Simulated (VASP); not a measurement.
Set up this calculation in VASP 6.6.1, as the native input.

```yaml
Task: electric field gradients
Functional: r2SCAN
Potentials_or_basis: VASP PAW PBE potentials, release 64 (Os)
Cutoff: 580 eV
k_mesh: 15 × 15 × 9
Occupations: fermi-dirac, width 0.05 eV
Spin: no spin polarisation
Dipole_correction: no
Further_INCAR_settings: ALGO = Normal; EDIFF = 1e-08; NBANDS = 15
```

Crystal: Os.

```
Os
1.0
     2.72770    0.00000    0.00000
    -1.36385    2.36226    0.00000
     0.00000    0.00000    4.29728
Os
2
Direct
  0.33333 0.66667 0.25000
  0.66667 0.33333 0.75000
```

The input as run:

POSCAR

```
Os
1.0
    2.7277032455      0.0000000000      0.0000000000
   -1.3638516228      2.3622603046      0.0000000000
    0.0000000000      0.0000000000      4.2972776792
Os
2
Direct
    0.3333333333      0.6666666667      0.2500000000
    0.6666666667      0.3333333333      0.7500000000
```

INCAR.step1

```
SYSTEM = Os
  PREC = Accurate
  ENCUT = 580
  ISMEAR = -1
  SIGMA = 0.05
  LREAL = .FALSE.
  LASPH = .TRUE.
  NELM = 120
  NBANDS = 15
  GGA = PE
  ALGO = Normal
  EDIFF = 1E-5
  LWAVE = .TRUE.
  LCHARG = .FALSE.
  GGA_COMPAT = .FALSE.
```

INCAR.step2

```
SYSTEM = Os
  PREC = Accurate
  ENCUT = 580
  EDIFF = 1E-8
  ISMEAR = -1
  SIGMA = 0.05
  LREAL = .FALSE.
  LASPH = .TRUE.
  NELM = 120
  ALGO = Normal
  ISIF = 2
  LWAVE = .FALSE.
  LCHARG = .FALSE.
  METAGGA = R2SCAN
  LMIXTAU = .TRUE.
  LEFG = .TRUE.
  NBANDS = 15
  ISTART = 1
  GGA_COMPAT = .FALSE.
```

KPOINTS

```
regular mesh
0
G
  15 15 9
  0 0 0
```

Potentials or basis: VASP PAW PBE potentials, release 64 (Os).

Launch:

```bash
$ cat potpaw_PBE.64/Os/POTCAR > POTCAR
$ cp INCAR.step1 INCAR
$ mpirun -np 1 vasp_std > vasp.out
$ cp INCAR.step2 INCAR
$ mpirun -np 1 vasp_std > vasp.out
```

It gave:

```
Pressure                                : 6.6 GPa
Band gap on the k mesh                  : zero (bands 8 and 9 overlap by 4.01 eV)
Largest electric field gradient by atom : Os -84.9 V/Å²
```

Caveat: the cell stands under pressure; without QUAD_EFG the Cq values of the log hold for a quadrupole moment of 1 mb, not for the nuclei; the PAW data sets were made with another functional, which shifts forces and pressure a little; spin-orbit coupling is left out, which moves the levels of the heavy elements.

It took 85 s on 1 thread of Intel(R) Xeon(R) 6975P-C (Granite Rapids) (shared host), peak memory 0.2 GiB.
